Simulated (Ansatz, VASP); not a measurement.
# One calculation of TaN, two programs

File INCAR:

```
  PREC = Accurate
  ENCUT = 600
  EDIFF = 1E-6
  ISMEAR = 0
  SIGMA = 0.15
  LREAL = False
  LASPH = True
  NELM = 120
  ALGO = Normal
  ISIF = 2
  LWAVE = False
  LCHARG = False
  GGA = CA
  NBANDS = 16
  GGA_COMPAT = False
```

KPOINTS

```
regular mesh
0
Gamma
  18 18 18
```

File POSCAR:

```
TaN
1.0
    0.0000000000      2.1557928146      2.1557928146
    2.1557928146      0.0000000000      2.1557928146
    2.1557928146      2.1557928146      0.0000000000
Ta N
1 1
Direct
    0.5000000000      0.5000000000      0.5000000000
    0.0000000000      0.0000000000      0.0000000000
```

Input for Ansatz:

```yaml
crystal:
  lattice:
    - [0.0, 2.1557928146, 2.1557928146]
    - [2.1557928146, 0.0, 2.1557928146]
    - [2.1557928146, 2.1557928146, 0.0]
  atoms:
    - { symbol: Ta, position: [0.5, 0.5, 0.5] }
    - { symbol: "N", position: [0.0, 0.0, 0.0] }
basis:
  ecutwfc: 520.0
kpoints:
  mp_grid: { grid: [18, 18, 18] }
hamiltonian:
  xc: lda
  pseudopotentials: { kind: paw, azcp: { folder: soft_1 } }
scf:
  occupations: { method: gaussian, width: 0.15 }
output:
  forces: true
  stress: true
  eigenvalues: true
```

Change from the starting cell: mode 4 frozen in at +0.000 Å, equal normal strain along x, y and z -0.0083.

Alike in both runs: task single point; functional LDA; k mesh 18 × 18 × 18; occupations gaussian, width 0.15 eV; no spin polarisation.

```csv
,VASP,Ansatz
version,VASP 6.6.1,Ansatz 0.2.0
potentials or method,"VASP PAW LDA potentials, release 64 (Ta_sv_GW, N), cutoff 600 eV","scalar-relativistic, plane waves, PAW"
valence electrons in the cell,18,18
```

|  | VASP | Ansatz | Ansatz less VASP |
| --- | --- | --- | --- |
| gap on the k mesh at the Fermi level (eV) | none | none | - |
| pressure (GPa) | 11.5 | 9.9 | -1.59 |

Ansatz warns that its potentials were made for another functional, while VASP's fit it. LDA's correlation is that of Perdew and Zunger in VASP and of Perdew and Wang (1992) in Ansatz. A gap of «none» marks a metal or a gap that the smearing closes.

Spin-orbit coupling is off throughout.
